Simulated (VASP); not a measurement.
Input of a VASP 6.6.1 run:

The input INCAR:

```
  PREC = Accurate
  ENCUT = 520
  EDIFF = 1E-6
  ISMEAR = -1
  SIGMA = 0.02
  LREAL = False
  LASPH = True
  NELM = 150
  ALGO = Normal
  ISIF = 2
  LWAVE = False
  LCHARG = True
  ISPIN = 2
  MAGMOM = 0.65 0.65 0.34 0.34
  LORBIT = 11
  LMAXMIX = 4
  LDAU = True
  LDAUTYPE = 2
  LDAUL = 2 -1
  LDAUU = 4 0
  LDAUJ = 0 0
  LDAUPRINT = 1
  GGA = PE
  LELF = True
  LVHAR = True
  NBANDS = 29
```

The input KPOINTS:

```
Automatic mesh
0
Gamma
  7 7 4
```

File POSCAR:

```
CuO
1.0
    2.3422000000     -1.7396000000      0.0000000000
    2.3422000000      1.7396000000      0.0000000000
   -0.7732300000      0.0000000000      5.0627900000
Cu O
2 2
Direct
    0.0000000000      0.5000000000      0.0000000000
    0.5000000000      0.0000000000      0.5000000000
    0.5531000000      0.4469000000      0.2500000000
    0.4469000000      0.5531000000      0.7500000000
```

Potentials or basis: VASP PAW PBE potentials, release 64 (Cu, O).

Command:

```bash
$ cat potpaw_PBE.64/Cu/POTCAR potpaw_PBE.64/O/POTCAR > POTCAR
$ mpirun -np 1 vasp_std > vasp.out
```

Predict the net moment.

1.98 μB per cell.

What does it give for the pressure?

5.3 GPa.

What does it give for the band gap on the k mesh?

Zero (filled and empty bands overlap).

Estimate the site moments.

Cu +0.65; O +0.30 μB.

Eigenvalues of the final occupation matrices:
```
    site  spin  trace               eigenvalues
site 1 d     1   4.91  0.96 0.97 0.97 0.98 1.03
site 1 d     2   4.26  0.41 0.95 0.97 0.97 0.98
site 2 d     1   4.91  0.96 0.97 0.97 0.98 1.03
site 2 d     2   4.26  0.41 0.95 0.97 0.97 0.98
```

Caveat: the stress differs along the axes, from 2 to 8 GPa; semilocal functionals underestimate gaps, and a narrow one can read as zero. The state reached can hang on the start; a lower one may exist.
